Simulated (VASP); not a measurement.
Write the native input for VASP 6.6.1 that does the following.

```yaml
Task: single point
Functional: PBE
Dispersion: D3(BJ)
Potentials_or_basis: VASP PAW PBE potentials, release 64 (Si, Cu)
Cutoff: 520 eV
k_mesh: 2 × 2 × 2
Occupations: gaussian, width 0.05 eV
Spin: collinear spin
Starting_moments: "[0.0, 0.0, 0.0, 0.0, 0.0, 0.0, 0.0, 0.0, 0.0, 0.0, 0.0, 0.0, 0.0, 0.0, 0.0, 0.0, 1.0] μB"
Dipole_correction: no
Further_INCAR_settings: ALGO = Normal; EDIFF = 1e-06; NBANDS = 56
```

The structure of CuSi16 (a cell with a defect) lies in POSCAR:

```
CuSi16
1.0
    0.0000000000      5.4300000000      5.4300000000
    5.4300000000      0.0000000000      5.4300000000
    5.4300000000      5.4300000000      0.0000000000
Si Cu
16 1
Direct
    0.0301206847     -0.0094628146     -0.0105323527
    0.1312309335      0.1266964860      0.1256418918
   -0.0063344286      0.0087294452      0.4986029392
    0.1312329672      0.1266999243      0.6160240215
   -0.0063311538      0.4996611850      0.0076624072
    0.1312245317      0.6170931052      0.1256423128
   -0.0063335224      0.4996614576      0.4986087227
    0.0955273483      0.6354025878      0.6343343497
    0.5034774992      0.0075386571      0.0064666398
    0.6586974439      0.1143402509      0.1132791931
    0.5034780027      0.0075387415      0.4821119502
    0.6214540878      0.1424848856      0.6178279669
    0.5034721393      0.4831752095      0.0064737493
    0.6214561527      0.6188917342      0.1414253492
    0.4668641370      0.5116170878      0.5105608745
    0.6214535620      0.6188965631      0.6178267653
    0.5586189147      0.8143711938      0.8133029195
```

These files were run (other wordings do the same):

INCAR

```
ALGO = Normal
EDIFF = 1E-6
ENCUT = 520
GGA = PE
GGA_COMPAT = F
ISIF = 2
ISMEAR = 0
ISPIN = 2
IVDW = 12
LASPH = T
LCHARG = F
LMAXMIX = 4
LORBIT = 11
LREAL = F
LWAVE = F
MAGMOM = 0 0 0 0 0 0 0 0 0 0 0 0 0 0 0 0 1
NBANDS = 56
NELM = 200
PREC = Accurate
SIGMA = 0.05
```

KPOINTS

```
k-points
0
Gamma
  2 2 2
```

Potentials or basis: VASP PAW PBE potentials, release 64 (Si, Cu).

The run is started by

```sh
$ cat potpaw_PBE.64/Si/POTCAR potpaw_PBE.64/Cu/POTCAR > POTCAR
$ mpirun -np 1 vasp_std > vasp.out
```

Results of the run:

```
Pressure                                              : 1.5 GPa
Largest force                                         : 0.027 eV/Å
Net moment                                            : 0.00 μB per cell
Valence electrons inside the program's atomic spheres : Si 1.70, 1.69 (each value once); Cu 10.19
Dispersion energy per atom                            : -0.334 eV
```

Caveat: the k points lie up to 0.50 Å⁻¹ apart.

Wall time 9.2 min on 1 thread of Intel(R) Xeon(R) Platinum 8375C CPU @ 2.90GHz (Ice Lake) (shared host), peak memory 0.71 GiB.
